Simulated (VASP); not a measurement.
# C9O in VASP: single point with PBE+D3(BJ)

Aim: the single point of C9O with PBE+D3(BJ).

All numbers are computed with VASP 6.6.1; they aren't measurements. Logs are shortened: lines on timing, memory, paths and dates and some standing lists are left out, and cuts for length are marked.

## 1. The cell of the first run

The cell holds a slab with vacuum, 20 atoms: a = 7.395 Å, b = 7.395 Å, c = 18.148 Å, α = 90.00°, β = 90.00°, γ = 120.00°.

## 2. Single point, PBE+D3(BJ), collinear spin

INCAR

```
PREC = Accurate
ENCUT = 520
EDIFF = 1E-7
ISMEAR = 0
SIGMA = 0.05
LREAL = Auto
LASPH = T
NELM = 150
ALGO = Normal
ISIF = 2
LWAVE = F
LCHARG = F
ISPIN = 2
MAGMOM = 0 0 0 0 0 0 0 0 0 0 0 0 0 0 0 0 0 0 2 0
LORBIT = 11
LDIPOL = T
IDIPOL = 3
DIPOL = 0.5 0.5 0.458
GGA = PE
IVDW = 12
NBANDS = 62
```

KPOINTS

```
regular mesh
0
Gamma
  3 3 1
```

POSCAR

```
C9O
1.0
    7.3951485247      0.0000000000      0.0000000000
   -3.6975742623      6.4043864871      0.0000000000
    0.0000000000      0.0000000000     18.1481100066
C O
18 2
Direct
    0.5555555556      0.4444444444      0.4408172530
    0.5555830076      0.7778634372      0.4407504924
    0.5555901968      0.1111917786      0.4407646291
    0.8888696140      0.4444971742      0.4408051814
    0.8889816553      0.7778577690      0.4405897962
    0.8889070974      0.1111186353      0.4407095844
    0.2222714393      0.4445001330      0.4408056860
    0.2222251924      0.7777953658      0.4406888551
    0.2222069734      0.1111402064      0.4405978357
    0.4446396010      0.2223894963      0.4407288307
    0.4445749884      0.5556708874      0.4408150186
    0.4446154556      0.8890066942      0.4407559267
    0.7778818472      0.2223166605      0.4408068410
    0.7779341933      0.5556497634      0.4407638130
    0.7779617581      0.8890567042      0.4406461042
    0.1112465162      0.2223072476      0.4406706602
    0.1113021139      0.5557178720      0.4407913573
    0.1112097688      0.8889632679      0.4404624123
   -0.0652917900      0.9330630047      0.6146499547
    0.1252521679      1.0413727075      0.6157228048
```

Potentials or basis: VASP PAW PBE potentials, release 64 (C, O).

Run with:

```console
> cat potpaw_PBE.64/C/POTCAR potpaw_PBE.64/O/POTCAR > POTCAR
> mpirun -np 1 vasp_std > vasp.out
```

OUTCAR:

```text
PREC = Accurate
   ENCUT = 520
   EDIFF = 1E-7
   ISMEAR = 0
   LREAL = Auto
   LASPH = T
   NELM = 150
   ISIF = 2
   ISPIN = 2
   LORBIT = 11
   GGA = PE
   IVDW = 12
 IVDW          = 12

 ion  position               nearest neighbor table
   1  0.556  0.444  0.441-  10 1.42  11 1.42  14 1.42
   2  0.556  0.778  0.441-  12 1.42  11 1.42  15 1.42
   3  0.556  0.111  0.441-  10 1.42  12 1.42  13 1.42
   4  0.889  0.444  0.441-  14 1.42  13 1.42  17 1.42
   5  0.889  0.778  0.441-  14 1.42  15 1.42  18 1.42
   6  0.889  0.111  0.441-  15 1.42  13 1.42  16 1.42
[... 10 lines left out ...]
  17  0.111  0.556  0.441-   8 1.42   7 1.42   4 1.42
  18  0.111  0.889  0.440-   9 1.42   8 1.42   5 1.42
  19  0.935  0.933  0.615-  20 1.22
  20  0.125  0.041  0.616-  19 1.22

  LATTYP: Found a hexagonal cell.
 ALAT       =     7.3951485247
 C/A-ratio  =     2.4540561891

  Lattice vectors:

 A1 = (   7.3951485247,   0.0000000000,   0.0000000000)
 A2 = (  -3.6975742623,   6.4043864871,   0.0000000000)
 A3 = (   0.0000000000,   0.0000000000,  18.1481100066)

Analysis of symmetry for initial positions (statically):
=====================================================================
 Subroutine PRICEL returns:
 Original cell was already a primitive cell.

 Routine SETGRP: Setting up the symmetry group for a
 hexagonal supercell.

 Subroutine GETGRP returns: Found  1 space group operations
 (whereof  1 operations were pure point group operations)
 out of a pool of 24 trial point group operations.

The static configuration has the point symmetry C_1 .

Analysis of symmetry for dynamics (positions and initial velocities):
=====================================================================
 Subroutine PRICEL returns:
 Original cell was already a primitive cell.

 Routine SETGRP: Setting up the symmetry group for a
 hexagonal supercell.

 Subroutine GETGRP returns: Found  1 space group operations
 (whereof  1 operations were pure point group operations)
 out of a pool of 24 trial point group operations.

The dynamic configuration has the point symmetry C_1 .

Analysis of structural, dynamic, and magnetic symmetry:
=====================================================================
 Subroutine PRICEL returns:
 Original cell was already a primitive cell.

 Routine SETGRP: Setting up the symmetry group for a
 hexagonal supercell.

 Subroutine GETGRP returns: Found  1 space group operations
 (whereof  1 operations were pure point group operations)
 out of a pool of 24 trial point group operations.

The overall configuration has the point symmetry C_1 .

 Subroutine INISYM returns: Found  1 space group operations
 (whereof  1 operations are pure point group operations),
 and found     1 'primitive' translations

----------------------------------------------------------------------------------------

                                     Primitive cell

  volume of cell :     859.5197

  direct lattice vectors                    reciprocal lattice vectors
     7.395148525  0.000000000  0.000000000     0.135223788  0.078071491  0.000000000
    -3.697574262  6.404386487  0.000000000     0.000000000  0.156142981  0.000000000
     0.000000000  0.000000000 18.148110007     0.000000000  0.000000000  0.055102157

  length of vectors
     7.395148525  7.395148525 18.148110007     0.156142981  0.156142981  0.055102157

  position of ions in fractional coordinates (direct lattice)
     0.555555556  0.444444444  0.440817253
     0.555583008  0.777863437  0.440750492
     0.555590197  0.111191779  0.440764629
     0.888869614  0.444497174  0.440805181
     0.888981655  0.777857769  0.440589796
     0.888907097  0.111118635  0.440709584
[... 12 lines left out ...]
     0.934708210  0.933063005  0.614649955
     0.125252168  0.041372708  0.615722805

  ion indices of the primitive-cell ions
   primitive index   ion index
                 1           1
                 2           2
                 3           3
                 4           4
                 5           5
                 6           6
[... 12 lines left out ...]
                19          19
                20          20

----------------------------------------------------------------------------------------

 KPOINTS: regular mesh

Automatic generation of k-mesh.
 Grid dimensions read from file:
 generate k-points for:    3    3    1

 Generating k-lattice:

  Cartesian coordinates                     Fractional coordinates (reciprocal lattice)
     0.045074596  0.026023830  0.000000000     0.333333333 -0.000000000  0.000000000
     0.000000000  0.052047660  0.000000000     0.000000000  0.333333333  0.000000000
     0.000000000  0.000000000  0.055102157     0.000000000  0.000000000  1.000000000

  Length of vectors
     0.052047660  0.052047660  0.055102157

  Shift w.r.t. Gamma in fractional coordinates (k-lattice)
     0.000000000  0.000000000  0.000000000

 Subroutine IBZKPT returns following result:
 ===========================================

 Found      5 irreducible k-points:

 Following reciprocal coordinates:
            Coordinates               Weight
  0.000000  0.000000  0.000000      1.000000
  0.333333  0.000000  0.000000      2.000000
  0.000000  0.333333  0.000000      2.000000
 -0.333333  0.333333  0.000000      2.000000
  0.333333  0.333333  0.000000      2.000000
   k-points           NKPTS =      5   k-points in BZ     NKDIM =      5   number of bands    NBANDS=     62
   number of dos      NEDOS =    301   number of ions     NIONS =     20
   total plane-waves  NPLWV = 439040
   dimension x,y,z NGX =    56 NGY =   56 NGZ =  140
   dimension x,y,z NGXF=   112 NGYF=  112 NGZF=  280
   ions per type =              18   2
   NGX,Y,Z   is equivalent  to a cutoff of  12.59, 12.59, 12.82 a.u.
   NGXF,Y,Z  is equivalent  to a cutoff of  25.18, 25.18, 25.65 a.u.
 SYSTEM =  unknown system
   PREC   = accura    normal or accurate (medium, high low for compatibility)
   ISTART =      0    job   : 0-new  1-cont  2-samecut
   ICHARG =      2    charge: 1-file 2-atom 10-const
   ISPIN  =      2    spin polarized calculation?
   LNONCOLLINEAR =      F non collinear calculations
   LSORBIT =      F    spin-orbit coupling
   LASPH  =      T    aspherical Exc in radial PAW
   ENCUT  =  520.0 eV  38.22 Ry    6.18 a.u.  13.75 13.75 33.74*2*pi/ulx,y,z
   NELM   =    150;   NELMIN=  2; NELMDL= -5     # of ELM steps
   EDIFF  = 0.1E-06   stopping-criterion for ELM
   LREAL  =      T    real-space projection
   EDIFFG = 0.1E-05   stopping-criterion for IOM
   NSW    =      0    number of steps for IOM
   IBRION =     -1    ionic relax: 0-MD 1-quasi-New 2-CG
   NFREE  =      0    steps in history (QN), initial steepest desc. (CG)
   ISIF   =      2    stress and relaxation
   ISYM   =      2    0-nonsym 1-usesym 2-fastsym
   POTIM  = 0.5000    time-step for ionic-motion
   TEBEG  =    0.0;   TEEND  =   0.0 temperature during run
   PSTRESS=    0.0 pullay stress
   NELECT =      84.0000    total number of electrons
   NUPDOWN=      -1.0000    fix difference up-down
   EMIN   =  10.00;   EMAX   =-10.00  energy-range for DOS
   EFERMI =   0.00;   METHOD = LEGACY
   ISMEAR =     0;   SIGMA  =   0.05  broadening in eV -4-tet -1-fermi 0-gaus
   EFERMI_NEDOS =   21; number of points for ismear=-14 and -15
   IALGO  =     38    algorithm
   IMIX   =      4    mixing-type and parameters
     AMIX     =   0.40;   BMIX     =  1.00
     AMIX_MAG =   1.60;   BMIX_MAG =  1.00
  volume/ion in A,a.u.               =      42.98       290.02
  Fermi-wavevector in a.u.,A,eV,Ry     =   0.754077  1.425000  7.736720  0.568633
  Thomas-Fermi vector in A             =   1.851663
   LORBIT       =     11    0 simple, 1 ext, 2 COOP (PROOUT), +10 PAW based schemes
   GGA     = PE    functional components
   LHFCALC =     F    Hartree Fock is set to
   AEXX    =    0.0000 exact exchange contribution
   IVDW    =    12    specifies the selected vdW correction
   LEPSILON=     F    determine dielectric tensor
   LRPA    =     F    only Hartree local field effects (RPA)
 spin polarized calculation
 Gauss-broadening in eV      SIGMA  =   0.05
  energy-cutoff  :      520.00
  volume of cell :      859.52
 maximum number of plane-waves:     23185
   NGX = 27   NGY = 27   NGZ = 67

 dipolmoment           0.000000      0.000000     -0.015415 electrons x Angstroem

 number of electron      84.0000005 magnetization       1.9659491

 dipolmoment           0.000000      0.000000      0.103927 electrons x Angstroem

 Free energy of the ion-electron system (eV)
  ---------------------------------------------------
  ext. energy  EPLUGINS =         0.00000000
  ---------------------------------------------------
  free energy    TOTEN  =      -175.83298878 eV

  energy without entropy =     -175.82932667  energy(sigma->0) =     -175.83115773

 E-fermi :  -2.5781     XC(G=0):  -2.7549

 val. band max:       -2.6184266696   @ k =   0.0000   0.0000   0.0000
 cond. band min:      -2.5344664194   @ k =   0.0000   0.0000   0.0000
 fundamental gap:      0.0839602502
 Fermi energy:        -2.5781160726

 spin component 1

 k-point     1 :       0.0000    0.0000    0.0000
  band No.  band energies     occupation
      1     -30.4768      1.00000
      2     -22.1063      1.00000
      3     -19.5255      1.00000
      4     -19.5230      1.00000
      5     -19.5209      1.00000
      6     -19.5205      1.00000
[... 46 lines left out ...]
     53       2.3453      0.00000
     54       2.3496      0.00000
[... 226 lines left out ...]
     53       2.5437      0.00000
     54       2.6513      0.00000
 Fermi energy:        -2.5781160726

 spin component 2

 k-point     1 :       0.0000    0.0000    0.0000
  band No.  band energies     occupation
      1     -29.3078      1.00000
      2     -22.1045      1.00000
      3     -19.5221      1.00000
      4     -19.5204      1.00000
      5     -19.5201      1.00000
      6     -19.5183      1.00000
[... 46 lines left out ...]
     53       2.3524      0.00000
     54       2.3536      0.00000
[... 226 lines left out ...]
     53       2.6454      0.00000
     54       2.7077      0.00000
 [bands above 54 left out]

------------------------ aborting loop because EDIFF is reached ----------------------------------------

 vacuum level on the upper side and lower side of the slab       (xc-potential included)         0.143        -0.238

 Edisp (eV)   -1.70925

 E8    (eV) :    -0.5270

  FORCE on cell =-STRESS in cart. coord.  units (eV):
  Direction    XX          YY          ZZ          XY          YZ          ZX
  --------------------------------------------------------------------------------------
  -------------------------------------------------------------------------------------
  Total       1.93511     1.09887    -0.15160     0.85037     0.02193     0.00979
  in kB       3.60712     2.04834    -0.28260     1.58511     0.04088     0.01825
  external pressure =        1.79 kB  Pullay stress =        0.00 kB

 VOLUME and BASIS-vectors are now :
 -----------------------------------------------------------------------------
  energy-cutoff  :      520.00
  volume of cell :      859.52
      direct lattice vectors                 reciprocal lattice vectors
     7.395148525  0.000000000  0.000000000     0.135223788  0.078071491  0.000000000
    -3.697574262  6.404386487  0.000000000     0.000000000  0.156142981  0.000000000
     0.000000000  0.000000000 18.148110007     0.000000000  0.000000000  0.055102157

 POSITION                                       TOTAL-FORCE (eV/Angst)
 -----------------------------------------------------------------------------------
      2.46505      2.84639      8.00000         0.009318     -0.002734     -0.004891
      1.23241      4.98174      7.99879         0.001136     -0.005416     -0.004943
      3.69753      0.71212      7.99904         0.000827      0.004530      0.001013
      4.92976      2.84673      7.99978         0.000364     -0.005576     -0.000396
      3.69796      4.98170      7.99587        -0.002375      0.000749      0.004551
      6.16273      0.71165      7.99805         0.002585      0.002005      0.004885
[... 12 lines left out ...]
      3.46224      5.97570     11.15473        -0.887500     -0.606101     -0.017014
      0.77328      0.26497     11.17421         0.884667      0.609193      0.014473
 -----------------------------------------------------------------------------------
    total drift:                               -0.003093     -0.011498     -0.009310

  FREE ENERGIE OF THE ION-ELECTRON SYSTEM (eV)
  ---------------------------------------------------
  free  energy   TOTEN  =      -177.5422346362 eV

  energy  without entropy=     -177.5385725201  energy(sigma->0) =     -177.54040358

 vacuum level on the upper side and lower side of the slab         2.005         1.611

 total charge

# of ion       s       p       d       tot
------------------------------------------
    1        0.863   1.787   0.000   2.650
    2        0.863   1.786   0.000   2.650
    3        0.863   1.787   0.000   2.650
    4        0.863   1.786   0.000   2.649
    5        0.863   1.786   0.000   2.650
    6        0.863   1.787   0.000   2.650
[... 12 lines left out ...]
   19        1.610   3.300   0.000   4.910
   20        1.610   3.300   0.000   4.909
--------------------------------------------------
tot         18.756  38.765   0.000  57.522

 magnetization (x)

# of ion       s       p       d       tot
------------------------------------------
    1       -0.002  -0.022   0.000  -0.023
    2       -0.002  -0.019   0.000  -0.021
    3       -0.002  -0.021   0.000  -0.023
    4       -0.002  -0.019   0.000  -0.020
    5       -0.002  -0.020   0.000  -0.022
    6       -0.002  -0.021   0.000  -0.023
[... 12 lines left out ...]
   19        0.010   0.776   0.000   0.786
   20        0.010   0.776   0.000   0.786
--------------------------------------------------
tot          0.021   1.566   0.000   1.586
```

Run time: 39 min. Hardware: 1 thread of Intel Xeon 8259CL, shared host; peak memory 1.3 GiB.

What came out:

```yaml
Free_energy: -177.5422 eV
Largest_force: 1.075 eV/Å
Band_gap_on_the_k_mesh: 0.08 eV
Net_moment: 1.97 μB per cell
Site_moments: C -0.02, +0.02 (each value once); O +0.79 μB
Valence_electrons_inside_the_program's_atomic_spheres: C 2.65; O 4.91
Dispersion_energy_per_atom: -0.085 eV
```

Forces on the atoms (eV/Å):
```
C    0.009 -0.003 -0.005
C    0.001 -0.005 -0.005
C    0.001  0.005  0.001
C    0.000 -0.006  0.000
C   -0.002  0.001  0.005
C    0.003  0.002  0.005
C   -0.001  0.003 -0.004
C    0.009 -0.002 -0.004
C    0.000  0.001  0.006
C    0.002  0.001 -0.006
C   -0.005  0.003 -0.001
C   -0.004 -0.006 -0.001
C   -0.002  0.003 -0.004
C   -0.006  0.000 -0.004
C    0.000 -0.006  0.006
C   -0.002 -0.001  0.006
C    0.003  0.002  0.000
C   -0.004  0.004  0.008
O   -0.887 -0.606 -0.017
O    0.885  0.609  0.014
```

Caveat: the standard files for N, O and F lose accuracy on very short bonds.
